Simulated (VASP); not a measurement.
Wanted: the native input for a VASP 6.6.1 run.

```yaml
Task: single point
Functional: PBE
Potentials_or_basis: VASP PAW PBE potentials, release 64 (Zn, S)
Cutoff: 520 eV
k_mesh: 12 × 12 × 4
Occupations: fermi-dirac, width 0.02 eV
Spin: no spin polarisation
Dipole_correction: no
Further_INCAR_settings: ALGO = Normal; EDIFF = 1e-07; NBANDS = 26
```

The structure of ZnS lies in POSCAR:

```
ZnS
1.0
    3.6939511412      0.0000000000      0.0000000000
   -1.8469755706      3.1990555286      0.0000000000
    0.0000000000      0.0000000000      6.0610441024
Zn S
2 2
Direct
    0.3333333333      0.6666666667      0.0006237403
    0.6666666667      0.3333333333      0.5006237403
    0.3333333333      0.6666666667      0.3743762597
    0.6666666667      0.3333333333      0.8743762597
```

This cell differs from its parent crystal: strain -2.9%.

These files were run (other wordings do the same):

INCAR

```
ALGO     = Normal         # electronic algorithm
EDIFF    = 1E-7           # SCF threshold, eV
ENCUT    = 520            # plane-wave cutoff, eV
GGA      = PE             # functional
ISIF     = 2              # what is computed and relaxed
ISMEAR   = -1             # smearing method
LASPH    = T              # aspherical terms in the spheres
LCHARG   = F              # write CHGCAR
LREAL    = F              # projectors in reciprocal space
LWAVE    = F              # write WAVECAR
NBANDS   = 26             # bands
NELM     = 100            # most SCF steps
PREC     = Accurate       # precision mode
SIGMA    = 0.02           # smearing width, eV
```

KPOINTS

```
k-points
0
Gamma
  12 12 4
```

Potentials or basis: VASP PAW PBE potentials, release 64 (Zn, S).

Run with:

```console
$ cat potpaw_PBE.64/Zn/POTCAR potpaw_PBE.64/S/POTCAR > POTCAR
$ mpirun -np 1 vasp_std > vasp.out
```

It gave:

The pressure is 11.0 GPa and the band gap on the k mesh is 2.63 eV, direct.

Caveat: the cell differs from its parent crystal (strain -2.9%).

It took 68 s on 1 thread of Intel(R) Xeon(R) Platinum 8488C (Sapphire Rapids) (shared host), peak memory 0.23 GiB.
